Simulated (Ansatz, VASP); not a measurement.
**VSi: VASP beside Ansatz**

The input INCAR:

```
PREC     = Accurate       # precision mode
ENCUT    = 400            # plane-wave cutoff, eV
EDIFF    = 1E-8           # SCF threshold, eV
ISMEAR   = -1             # smearing method
SIGMA    = 0.05           # smearing width, eV
LREAL    = False          # projectors in reciprocal space
LASPH    = True           # aspherical terms in the spheres
NELM     = 200            # most SCF steps
ALGO     = Normal         # electronic algorithm
ISIF     = 2              # what is computed and relaxed
LWAVE    = False          # write WAVECAR
LCHARG   = False          # write CHGCAR
ISPIN    = 2              # spin polarisation
MAGMOM   = 1.5 0          # initial moments
LORBIT   = 11             # projections on sites
LMAXMIX  = 4              # l up to which the mixer works
GGA      = PE             # functional
LEFG     = True         
NBANDS   = 20             # bands
GGA_COMPAT= False
```

File KPOINTS:

```
Automatic mesh
0
Gamma
  11 11 11
```

The input POSCAR:

```
VSi
1.0
    0.0000000000      2.7645669837      2.7645669837
    2.7645669837      0.0000000000      2.7645669837
    2.7645669837      2.7645669837      0.0000000000
V Si
1 1
Direct
    0.0000000000      0.0000000000      0.0000000000
    0.2500000000      0.2500000000      0.2500000000
```

Input for Ansatz:

```yaml
crystal:
  lattice:
    - [0.0, 2.7645669837, 2.7645669837]
    - [2.7645669837, 0.0, 2.7645669837]
    - [2.7645669837, 2.7645669837, 0.0]
  atoms:
    - { symbol: V, position: [0.0, 0.0, 0.0], spin: 1.5 }
    - { symbol: Si, position: [0.25, 0.25, 0.25] }
magnetization:
  spin_polarized: true
kpoints:
  mp_grid: { grid: [11, 11, 11] }
  band_path:
    path:
      - [0.0, 0.0, 0.0]
      - [-0.5, -0.5, 0.0]
      - [-0.375, -0.375, 0.25]
      - [-0.375, 0.0, 0.375]
      - [0.0, 0.0, 0.0]
      - [0.0, 0.0, 0.5]
      - [-0.5, -0.25, 0.25]
      - [-0.5, -0.5, 0.0]
    npoints: 8
scf:
  occupations: { method: fermi_dirac, width: 0.05 }
hamiltonian:
  xc: pbe
  pseudopotentials: { kind: all_electron, datasets: crystal }
output:
  forces: true
  stress: true
  eigenvalues: true
  efg: { contact_densities: true }
```

Alike in both runs: task electric field gradients; functional PBE; k mesh 11 × 11 × 11; occupations fermi-dirac, width 0.05 eV; collinear spin.

```csv
,VASP,Ansatz
version,VASP 6.6.1,Ansatz 0.2.0
potentials or method,"VASP PAW PBE potentials, release 64 (V_sv, Si), cutoff 400 eV","all-electron PAW with datasets made for the crystal, scalar-relativistic"
```

Ansatz gave:

| Property | Result |
| --- | --- |
| pressure (GPa) | 0.0 |
| net moment per atom (μB) | 0.28 |
| size of the moment on the site where the two differ most (μB) | 0.49 |

Q: Which values does VASP return?

A: Pressure (GPa): -0.4; net moment per atom (μB): 0.28; size of the moment on the site where the two differ most (μB): 0.54.

Site moments also hang on the region over which each program counts them. Ansatz ran all-electron here, and VASP with PAW potentials.
